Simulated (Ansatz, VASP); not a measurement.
# Fe2Sb: VASP beside Ansatz

Contents of INCAR:

```
SYSTEM = Fe2Sb
PREC = Accurate ; ENCUT = 520
EDIFF = 1E-7 ; ISMEAR = 0
SIGMA = 0.1 ; LREAL = .False.
LASPH = .True. ; NELM = 150
ALGO = Normal ; ISIF = 2
LWAVE = .False. ; LCHARG = .False.
ISPIN = 2 ; MAGMOM = 4 4 4 4 0 0
LORBIT = 11 ; LMAXMIX = 4
GGA = PE ; NBANDS = 34
```

Contents of KPOINTS:

```
regular mesh
0
Gamma
  4 4 4
  0 0 0
```

File POSCAR:

```
Fe2Sb
1.0
    4.8223468279      0.0000000000      0.0000000000
    0.0000000000      4.8223468279      0.0000000000
    0.0000000000      0.0000000000      4.8223468279
Fe Sb
4 2
Direct
    0.2500000000      0.2500000000      0.2500000000
    0.2500000000      0.7500000000      0.7500000000
    0.7500000000      0.7500000000      0.2500000000
    0.7500000000      0.2500000000      0.7500000000
    0.0000000000      0.0000000000      0.0000000000
    0.5000000000      0.5000000000      0.5000000000
```

Input for Ansatz:

```yaml
crystal:
  lattice:
    - [4.8223468279, 0.0, 0.0]
    - [0.0, 4.8223468279, 0.0]
    - [0.0, 0.0, 4.8223468279]
  atoms:
    - { symbol: Fe, position: [0.25, 0.25, 0.25], spin: 4.0 }
    - { symbol: Fe, position: [0.25, 0.75, 0.75], spin: 4.0 }
    - { symbol: Fe, position: [0.75, 0.75, 0.25], spin: 4.0 }
    - { symbol: Fe, position: [0.75, 0.25, 0.75], spin: 4.0 }
    - { symbol: Sb, position: [0.0, 0.0, 0.0] }
    - { symbol: Sb, position: [0.5, 0.5, 0.5] }
basis:
  ecutwfc: 420
kpoints:
  mp_grid: { grid: [4, 4, 4] }
hamiltonian:
  xc: pbe
scf:
  occupations: { method: gaussian, width: 0.1 }
  lower_state_search: "off"
output:
  forces: true
  stress: true
  eigenvalues: true
  populations: true
magnetization:
  spin_polarized: true
```

Alike in both runs: task single point; functional PBE; k mesh 4 × 4 × 4; occupations gaussian, width 0.1 eV; collinear spin.

|  | VASP | Ansatz |
| --- | --- | --- |
| version | VASP 6.6.1 | Ansatz 0.2.0 |
| potentials or method | VASP PAW PBE potentials, release 64 (Fe, Sb), cutoff 520 eV | scalar-relativistic, plane waves, PAW |
| valence electrons in the cell | 42 | 94 |

```csv
,VASP,Ansatz,Ansatz less VASP
gap on the k mesh at the Fermi level (eV),none,none,-
net moment per atom (μB),1.16,1.16,+0.003
size of the moment on the site where the two differ most (μB),1.80,1.68,-0.118
```

Site moments also hang on the region over which each program counts them. A gap of «none» marks a metal or a gap that the smearing closes. With one functional, cell and mesh, what is left measures potentials, basis and numerics. VASP's potentials hold 42 valence electrons a cell and Ansatz's 94, so a difference there can come from the potentials and not from the codes.

Neither program's run includes spin-orbit coupling.
